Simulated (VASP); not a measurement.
Set up this calculation in VASP 6.6.1, as the native input.

| Item | Value |
| --- | --- |
| Task | single point |
| Functional | PBE |
| Potentials or basis | VASP PAW PBE potentials, release 64 (Cd, Se) |
| Cutoff | 520 eV |
| k mesh | 12 × 12 × 4 |
| Occupations | gaussian, width 0.1 eV |
| Spin | no spin polarisation |
| Dipole correction | no |
| Further INCAR settings | ALGO = Normal; EDIFF = 1e-06; NBANDS = 26 |

The structure of CdSe4 lies in POSCAR:

```
CdSe4
1.0
    3.8894590365      0.0000000000      0.0000000000
   -1.9447295182      3.3683703326      0.0000000000
    0.0000000000      0.0000000000      8.9632029933
Cd Se
1 4
Direct
    0.0000000000      0.0000000000      0.0000000000
    0.3333333333      0.6666666667      0.8140833211
    0.3333333333      0.6666666667      0.4083651756
    0.6666666667      0.3333333333      0.1859166789
    0.6666666667      0.3333333333      0.5916348244
```

The cell was built from a structure type or drawn by symmetry, and may not be a known phase.

These files were run (other wordings do the same):

INCAR

```
SYSTEM = CdSe4
PREC = Accurate
ENCUT = 520
EDIFF = 1E-6
ISMEAR = 0
SIGMA = 0.1
LREAL = .False.
LASPH = .True.
NELM = 80
ALGO = Normal
ISIF = 2
LWAVE = .False.
LCHARG = .False.
GGA = PE
NBANDS = 26
```

KPOINTS

```
regular mesh
0
Gamma
  12 12 4
  0 0 0
```

Potentials or basis: VASP PAW PBE potentials, release 64 (Cd, Se).

The run is started by

```bash
$ cat potpaw_PBE.64/Cd/POTCAR potpaw_PBE.64/Se/POTCAR > POTCAR
$ mpirun -np 1 vasp_std > vasp.out
```

It gave:

- Pressure: 0.2 GPa
- Largest force: 0.041 eV/Å
- Band gap on the k mesh: zero (bands 18 and 19 overlap by 0.40 eV)

Caveat: semilocal functionals underestimate gaps, so a narrow gap can read as zero.

Wall time 3 min on 1 thread of Intel(R) Xeon(R) Platinum 8259CL CPU @ 2.50GHz (Skylake/Cascade Lake), on a shared host, peak memory 0.35 GiB.
